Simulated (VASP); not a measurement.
# Ni in VASP: a series of runs

The runs below take Ni through single point, relaxation of the atoms, with LDA, PBEsol, PBE.

Everything below comes from runs of VASP 6.6.1. Logs are shortened: lines on timing, memory, paths and dates and some standing lists are left out, and cuts for length are marked.

### 1 The cell of the first run

The cell holds a sheet with vacuum, 1 atom: a = 2.259 Å, b = 2.259 Å, c = 23.800 Å, α = 90.00°, β = 90.00°, γ = 90.00°.

### 2 Single point, LDA, collinear spin, ferromagnetic start

Input file INCAR:

```
SYSTEM = Ni
PREC = Accurate ; ENCUT = 520
EDIFF = 1E-6 ; ISMEAR = -1
SIGMA = 0.05 ; LREAL = .FALSE.
LASPH = .TRUE. ; NELM = 150
ALGO = Normal ; ISIF = 2
LWAVE = .FALSE. ; LCHARG = .TRUE.
ISPIN = 2 ; MAGMOM = 1
LORBIT = 11 ; LMAXMIX = 4
GGA = CA ; LELF = .TRUE.
LVHAR = .TRUE. ; NBANDS = 15
```

Input file KPOINTS:

```
regular mesh
0
G
  12 12 1
  0 0 0
```

Input file POSCAR:

```
Ni
1.0
    2.2591100000      0.0000000000      0.0000000000
    0.0000000000      2.2591100000      0.0000000000
    0.0000000000      0.0000000000     23.8000000000
Ni
1
Direct
    0.5000000000      0.5000000000      0.2941200000
```

Potentials or basis: VASP PAW LDA potentials, release 64 (Ni).

Launch:

```console
cat potpaw_LDA.64/Ni/POTCAR > POTCAR
mpirun -np 1 vasp_std > vasp.out
```

OUTCAR:

```text
SYSTEM = Ni
   PREC = Accurate
   ENCUT = 520
   EDIFF = 1E-6
   ISMEAR = -1
   LREAL = .FALSE.
   LASPH = .TRUE.
   NELM = 150
   ISIF = 2
   ISPIN = 2
   LORBIT = 11
   GGA = CA

 ion  position               nearest neighbor table
   1  0.500  0.500  0.294-

  LATTYP: Found a simple tetragonal cell.
 ALAT       =     2.2591100000
 C/A-ratio  =    10.5351222384

  Lattice vectors:

 A1 = (   2.2591100000,   0.0000000000,   0.0000000000)
 A2 = (   0.0000000000,   2.2591100000,   0.0000000000)
 A3 = (   0.0000000000,   0.0000000000,  23.8000000000)

Analysis of symmetry for initial positions (statically):
=====================================================================
 Subroutine PRICEL returns:
 Original cell was already a primitive cell.

 Routine SETGRP: Setting up the symmetry group for a
 simple tetragonal supercell.

 Subroutine GETGRP returns: Found 16 space group operations
 (whereof  8 operations were pure point group operations)
 out of a pool of 16 trial point group operations.

The static configuration has the point symmetry C_4v.
 The point group associated with its full space group is D_4h.

Analysis of symmetry for dynamics (positions and initial velocities):
=====================================================================
 Subroutine PRICEL returns:
 Original cell was already a primitive cell.

 Routine SETGRP: Setting up the symmetry group for a
 simple tetragonal supercell.

 Subroutine GETGRP returns: Found 16 space group operations
 (whereof  8 operations were pure point group operations)
 out of a pool of 16 trial point group operations.

The dynamic configuration has the point symmetry C_4v.
 The point group associated with its full space group is D_4h.

Analysis of structural, dynamic, and magnetic symmetry:
=====================================================================
 Subroutine PRICEL returns:
 Original cell was already a primitive cell.

 Routine SETGRP: Setting up the symmetry group for a
 simple tetragonal supercell.

 Subroutine GETGRP returns: Found 16 space group operations
 (whereof  8 operations were pure point group operations)
 out of a pool of 16 trial point group operations.

The overall configuration has the point symmetry C_4v.
 The point group associated with its full space group is D_4h.

 Subroutine INISYM returns: Found 16 space group operations
 (whereof  8 operations are pure point group operations),
 and found     1 'primitive' translations

----------------------------------------------------------------------------------------

                                     Primitive cell

  volume of cell :     121.4652

  direct lattice vectors                    reciprocal lattice vectors
     2.259110000  0.000000000  0.000000000     0.442652195  0.000000000  0.000000000
     0.000000000  2.259110000  0.000000000     0.000000000  0.442652195  0.000000000
     0.000000000  0.000000000 23.800000000     0.000000000  0.000000000  0.042016807

  length of vectors
     2.259110000  2.259110000 23.800000000     0.442652195  0.442652195  0.042016807

  position of ions in fractional coordinates (direct lattice)
     0.500000000  0.500000000  0.294120000

  ion indices of the primitive-cell ions
   primitive index   ion index
                 1           1

----------------------------------------------------------------------------------------

 KPOINTS: regular mesh

Automatic generation of k-mesh.
 Grid dimensions read from file:
 generate k-points for:   12   12    1

 Generating k-lattice:

  Cartesian coordinates                     Fractional coordinates (reciprocal lattice)
     0.036887683  0.000000000  0.000000000     0.083333333  0.000000000  0.000000000
     0.000000000  0.036887683  0.000000000     0.000000000  0.083333333  0.000000000
     0.000000000  0.000000000  0.042016807     0.000000000  0.000000000  1.000000000

  Length of vectors
     0.036887683  0.036887683  0.042016807

  Shift w.r.t. Gamma in fractional coordinates (k-lattice)
     0.000000000  0.000000000  0.000000000

 Subroutine IBZKPT returns following result:
 ===========================================

 Found     28 irreducible k-points:

 Following reciprocal coordinates:
            Coordinates               Weight
  0.000000  0.000000  0.000000      1.000000
  0.083333  0.000000  0.000000      4.000000
  0.166667  0.000000  0.000000      4.000000
  0.250000  0.000000  0.000000      4.000000
  0.333333  0.000000  0.000000      4.000000
  0.416667  0.000000  0.000000      4.000000
[... 16 lines left out ...]
  0.333333  0.333333  0.000000      4.000000
  0.416667  0.333333  0.000000      8.000000
 [... further k-points ...]
   k-points           NKPTS =     28   k-points in BZ     NKDIM =     28   number of bands    NBANDS=     15
   number of dos      NEDOS =    301   number of ions     NIONS =      1
   total plane-waves  NPLWV =  58320
   dimension x,y,z NGX =    18 NGY =   18 NGZ =  180
   dimension x,y,z NGXF=    36 NGYF=   36 NGZF=  360
   ions per type =               1
   NGX,Y,Z   is equivalent  to a cutoff of  13.25, 13.25, 12.57 a.u.
   NGXF,Y,Z  is equivalent  to a cutoff of  26.49, 26.49, 25.15 a.u.
 SYSTEM =  Ni
   PREC   = accura    normal or accurate (medium, high low for compatibility)
   ISTART =      0    job   : 0-new  1-cont  2-samecut
   ICHARG =      2    charge: 1-file 2-atom 10-const
   ISPIN  =      2    spin polarized calculation?
   LNONCOLLINEAR =      F non collinear calculations
   LSORBIT =      F    spin-orbit coupling
   LASPH  =      T    aspherical Exc in radial PAW
   ENCUT  =  520.0 eV  38.22 Ry    6.18 a.u.   4.20  4.20 44.25*2*pi/ulx,y,z
   NELM   =    150;   NELMIN=  2; NELMDL= -5     # of ELM steps
   EDIFF  = 0.1E-05   stopping-criterion for ELM
   LREAL  =      F    real-space projection
   EDIFFG = 0.1E-04   stopping-criterion for IOM
   NSW    =      0    number of steps for IOM
   IBRION =     -1    ionic relax: 0-MD 1-quasi-New 2-CG
   NFREE  =      0    steps in history (QN), initial steepest desc. (CG)
   ISIF   =      2    stress and relaxation
   ISYM   =      2    0-nonsym 1-usesym 2-fastsym
   POTIM  = 0.5000    time-step for ionic-motion
   TEBEG  =    0.0;   TEEND  =   0.0 temperature during run
   PSTRESS=    0.0 pullay stress
   NELECT =      10.0000    total number of electrons
   NUPDOWN=      -1.0000    fix difference up-down
   EMIN   =  10.00;   EMAX   =-10.00  energy-range for DOS
   EFERMI =   0.00;   METHOD = LEGACY
   ISMEAR =    -1;   SIGMA  =   0.05  broadening in eV -4-tet -1-fermi 0-gaus
   EFERMI_NEDOS =   21; number of points for ismear=-14 and -15
   IALGO  =     38    algorithm
   IMIX   =      4    mixing-type and parameters
     AMIX     =   0.40;   BMIX     =  1.00
     AMIX_MAG =   1.60;   BMIX_MAG =  1.00
  volume/ion in A,a.u.               =     121.47       819.69
  Fermi-wavevector in a.u.,A,eV,Ry     =   0.712182  1.345829  6.900916  0.507203
  Thomas-Fermi vector in A             =   1.799490
   LORBIT       =     11    0 simple, 1 ext, 2 COOP (PROOUT), +10 PAW based schemes
   GGA     = CA    functional components
   LHFCALC =     F    Hartree Fock is set to
   AEXX    =    0.0000 exact exchange contribution
   IVDW    =     0    specifies the selected vdW correction
   LEPSILON=     F    determine dielectric tensor
   LRPA    =     F    only Hartree local field effects (RPA)
 spin polarized calculation
  energy-cutoff  :      520.00
  volume of cell :      121.47
 maximum number of plane-waves:      3302
 NGX is ok and might be reduce to    18
   NGX =  9   NGY =  9   NGZ = 89

 number of electron      10.0000000 magnetization       1.0000000

 number of electron       9.9999988 magnetization       0.7975167

 Free energy of the ion-electron system (eV)
  ---------------------------------------------------
  ext. energy  EPLUGINS =         0.00000000
  ---------------------------------------------------
  free energy    TOTEN  =        -4.69870009 eV

  energy without entropy =       -4.68120308  energy(sigma->0) =       -4.68995159

 E-fermi :  -4.2594     XC(G=0):  -2.0187

 val. band max:       -4.2892139574   @ k =   0.5000   0.2500   0.0000
 cond. band min:      -4.2581551263   @ k =   0.4167   0.4167   0.0000
 fundamental gap:      0.0310588311
 Fermi energy:        -4.2594278687

 spin component 1

 k-point     1 :       0.0000    0.0000    0.0000
  band No.  band energies     occupation
      1     -10.1145      1.00000
      2      -8.0498      1.00000
      3      -6.2154      1.00000
      4      -4.9422      1.00000
      5      -4.9422      1.00000
      6      -4.6341      0.99944
      7      -3.4464      0.00000
      8       0.9377      0.00000
      9       1.4374      0.00000
     10       1.4682      0.00000
     11       2.3542      0.00000
     12       2.5935      0.00000
     13       3.9843      0.00000
     14       4.3165      0.00000
[... 401 lines left out ...]
      2      -6.5503      1.00000
      3      -6.1159      1.00000
      4      -5.1447      1.00000
      5      -4.7986      0.99998
      6      -0.1158      0.00000
      7       4.8859      0.00000
      8       5.8585      0.00000
      9       9.0556      0.00000
     10       9.7935      0.00000
     11       9.8969      0.00000
     12      10.6178      0.00000
     13      10.8196      0.00000
     14      10.9497      0.00000
     15      11.3376      0.00000

 [... further k-points ...]

 spin component 2

 k-point     1 :       0.0000    0.0000    0.0000
  band No.  band energies     occupation
      1      -9.9674      1.00000
      2      -7.4555      1.00000
      3      -5.7123      1.00000
      4      -4.0499      0.01490
      5      -4.0499      0.01490
      6      -3.7281      0.00002
      7      -3.4371      0.00000
      8       0.9482      0.00000
      9       1.4381      0.00000
     10       1.4673      0.00000
     11       2.3526      0.00000
     12       2.6011      0.00000
     13       3.9834      0.00000
     14       4.3274      0.00000
[... 401 lines left out ...]
      2      -5.7824      1.00000
      3      -5.3090      1.00000
      4      -4.4843      0.98898
      5      -4.1411      0.08575
      6       0.0898      0.00000
      7       5.0831      0.00000
      8       5.9348      0.00000
      9       9.0501      0.00000
     10       9.7922      0.00000
     11       9.9029      0.00000
     12      10.6424      0.00000
     13      10.8314      0.00000
     14      10.9628      0.00000
     15      11.4981      0.00000

 [... further k-points ...]

------------------------ aborting loop because EDIFF is reached ----------------------------------------

  FORCE on cell =-STRESS in cart. coord.  units (eV):
  Direction    XX          YY          ZZ          XY          YZ          ZX
  --------------------------------------------------------------------------------------
  -------------------------------------------------------------------------------------
  Total       -1.2424585     -1.2424585     -0.0002255      0.0000000      0.0000000      0.0000000
  in kB      -16.3885590    -16.3885590     -0.0029750      0.0000000      0.0000000      0.0000000
  external PRESSURE =     -10.9266977 kB  Pullay stress =       0.0000000 kB

 VOLUME and BASIS-vectors are now :
 -----------------------------------------------------------------------------
  energy-cutoff  :      520.00
  volume of cell :      121.47
      direct lattice vectors                 reciprocal lattice vectors
     2.259110000  0.000000000  0.000000000     0.442652195  0.000000000  0.000000000
     0.000000000  2.259110000  0.000000000     0.000000000  0.442652195  0.000000000
     0.000000000  0.000000000 23.800000000     0.000000000  0.000000000  0.042016807

 POSITION                                       TOTAL-FORCE (eV/Angst)
 -----------------------------------------------------------------------------------
      1.12956      1.12956      7.00006         0.000000     -0.000000      0.000000
 -----------------------------------------------------------------------------------
    total drift:                                0.000000      0.000000      0.000032

  FREE ENERGIE OF THE ION-ELECTRON SYSTEM (eV)
  ---------------------------------------------------
  free  energy   TOTEN  =        -4.6987000940 eV

  energy  without entropy=       -4.6812030795  energy(sigma->0) =       -4.68995159

 total charge

# of ion       s       p       d       tot
------------------------------------------
    1        0.538   0.290   8.344   9.173

 magnetization (x)

# of ion       s       p       d       tot
------------------------------------------
    1        0.007  -0.008   0.810   0.809
```

It took 2.3 min on 1 thread of Intel Xeon Platinum 8488C (Sapphire Rapids), shared host; peak memory 0.24 GiB.

Results:

```yaml
Free_energy: -4.6987 eV
Net_moment: 0.80 μB per cell
Site_moments: Ni +0.81 μB
Valence_electrons_inside_the_program's_atomic_spheres: Ni 9.17
```

### 3 Single point, PBEsol, collinear spin, ferromagnetic start

Input file INCAR:

```
  PREC = Accurate
  ENCUT = 520
  EDIFF = 1E-6
  ISMEAR = -1
  SIGMA = 0.05
  LREAL = F
  LASPH = T
  NELM = 150
  ALGO = Normal
  ISIF = 2
  LWAVE = F
  LCHARG = T
  ISPIN = 2
  MAGMOM = 1
  LORBIT = 11
  LMAXMIX = 4
  GGA = PS
  LELF = T
  LVHAR = T
  NBANDS = 15
```

Input file KPOINTS:

```
Automatic mesh
0
Gamma
  12 12 1
```

POSCAR is that of step 2.

Potentials or basis: VASP PAW PBE potentials, release 64 (Ni).

Launch:

```console
cat potpaw_PBE.64/Ni/POTCAR > POTCAR
mpirun -np 1 vasp_std > vasp.out
```

Wall time 99 s (1 thread of Intel Xeon Platinum 8488C (Sapphire Rapids), shared host); peak memory 0.31 GiB.

Results (log left out):

```yaml
Free_energy: -4.3834 eV
Net_moment: 0.86 μB per cell
Site_moments: Ni +0.88 μB
Valence_electrons_inside_the_program's_atomic_spheres: Ni 9.16
```

Levels at points of the mesh, in eV from the Fermi level:
Spin up:
| k point | band 2 | band 3 | band 4 | band 5 | band 6 | band 7 | band 8 | band 9 |
| --- | --- | --- | --- | --- | --- | --- | --- | --- |
| (0.00, 0.00, 0.00) | -3.86 | -2.01 | -0.82 | -0.82 | -0.55 | 0.80 | 5.04 | 5.47 |
| (0.50, 0.00, 0.00) | -2.97 | -1.65 | -0.98 | -0.65 | 1.38 | 5.48 | 7.84 | 10.28 |
| (0.50, 0.50, 0.00) | -2.31 | -2.31 | -0.63 | 0.41 | 8.34 | 8.34 | 13.44 | 14.37 |
Spin down:
```csv
k point,band 1,band 2,band 3,band 4,band 5,band 6,band 7,band 8,band 9
"(0.00, 0.00, 0.00)",-5.79,-3.20,-1.48,0.26,0.26,0.59,0.76,5.00,5.43
"(0.50, 0.00, 0.00)",-2.87,-2.12,-0.58,-0.34,0.44,1.41,5.84,7.86,10.32
"(0.50, 0.50, 0.00)",-3.56,-1.36,-1.36,0.07,1.25,8.45,8.45,13.66,14.59
```

Caveat: the PAW data sets were made with another functional, which shifts forces and pressure a little.

### 4 Relaxation of the atoms, PBE, collinear spin, ferromagnetic start

Input file INCAR:

```
SYSTEM = Ni
ALGO     = Normal         ! electronic algorithm
EDIFF    = 1E-6           ! SCF threshold, eV
EDIFFG   = -0.01          ! ionic threshold
ENCUT    = 520            ! plane-wave cutoff, eV
GGA      = PE             ! functional
IBRION   = 2              ! ionic algorithm
ISIF     = 2              ! what is computed and relaxed
ISMEAR   = -1             ! smearing method
ISPIN    = 2              ! spin polarisation
LASPH    = .TRUE.         ! aspherical terms in the spheres
LCHARG   = .FALSE.        ! write CHGCAR
LMAXMIX  = 4              ! l up to which the mixer works
LORBIT   = 11             ! projections on sites
LREAL    = .FALSE.        ! projectors in reciprocal space
LWAVE    = .FALSE.        ! write WAVECAR
MAGMOM   = 1              ! initial moments
NELM     = 150            ! most SCF steps
NSW      = 80             ! ionic steps
PREC     = Accurate       ! precision mode
SIGMA    = 0.05           ! smearing width, eV
```

Input file KPOINTS:

```
k-points
0
G
  12 12 1
  0 0 0
```

POSCAR is that of step 3.

Launch:

```console
cat potpaw_PBE.64/Ni/POTCAR > POTCAR
mpirun -np 1 vasp_std > vasp.out
```

It took 2.3 min on 1 thread of Oxide Virtual Turin-like, shared host; peak memory 0.26 GiB.

It converged, with:

```
Free energy                                           : -3.9633 eV
Net moment                                            : 0.86 μB per cell
Site moments                                          : Ni +0.88 μB
Valence electrons inside the program's atomic spheres : Ni 9.16
```

Final structure:
```
Ni
1.0
     2.25911    0.00000    0.00000
     0.00000    2.25911    0.00000
     0.00000    0.00000   23.80000
Ni
1
Direct
  0.50000 0.50000 0.29412
```

Levels at points of the mesh, in eV from the Fermi level:
Spin up:
| k point | band 1 | band 2 | band 3 | band 4 | band 5 | band 6 | band 7 | band 8 | band 9 | band 10 |
| --- | --- | --- | --- | --- | --- | --- | --- | --- | --- | --- |
| (0.00, 0.00, 0.00) | -5.87 | -3.84 | -1.98 | -0.84 | -0.84 | -0.60 | 0.79 | 4.87 | 5.33 | 5.37 |
| (0.50, 0.00, 0.00) | -3.43 | -2.98 | -1.68 | -0.96 | -0.67 | 1.43 | 5.49 | 7.82 | 10.22 | 11.88 |
| (0.50, 0.50, 0.00) | -4.36 | -2.32 | -2.32 | -0.61 | 0.41 | 8.40 | 8.40 | 13.45 | 14.36 | 15.08 |
Spin down:
| k point | band 2 | band 3 | band 4 | band 5 | band 6 | band 7 |
| --- | --- | --- | --- | --- | --- | --- |
| (0.00, 0.00, 0.00) | -3.21 | -1.51 | 0.29 | 0.29 | 0.60 | 0.75 |
| (0.50, 0.00, 0.00) | -2.09 | -0.56 | -0.38 | 0.47 | 1.43 | 5.83 |
| (0.50, 0.50, 0.00) | -1.33 | -1.33 | 0.02 | 1.21 | 8.50 | 8.50 |

### 5 The runs side by side

| task | level | potentials or basis | cell | gap on the mesh (eV) | moment (μB) |
| --- | --- | --- | --- | --- | --- |
| single point | LDA | VASP PAW LDA potentials, release 64 (Ni) | as given | none | 0.80 |
| single point | PBEsol | VASP PAW PBE potentials, release 64 (Ni) | as given | none | 0.86 |
| relaxation of the atoms | PBE | VASP PAW PBE potentials, release 64 (Ni) | atoms relaxed | none | 0.86 |

Alike in all rows: spin collinear, ferromagnetic start; k mesh 12 × 12 × 1; cutoff (eV) 520; smearing fermi-dirac 0.05 eV.

Caveats: the PAW data sets were made with another functional, which shifts forces and pressure a little (at least some runs).

Total energies depend on the potentials used, so only differences within one code and one set of settings carry meaning.

The gap in the log of VASP goes by the Fermi energy; the results here count the filled bands.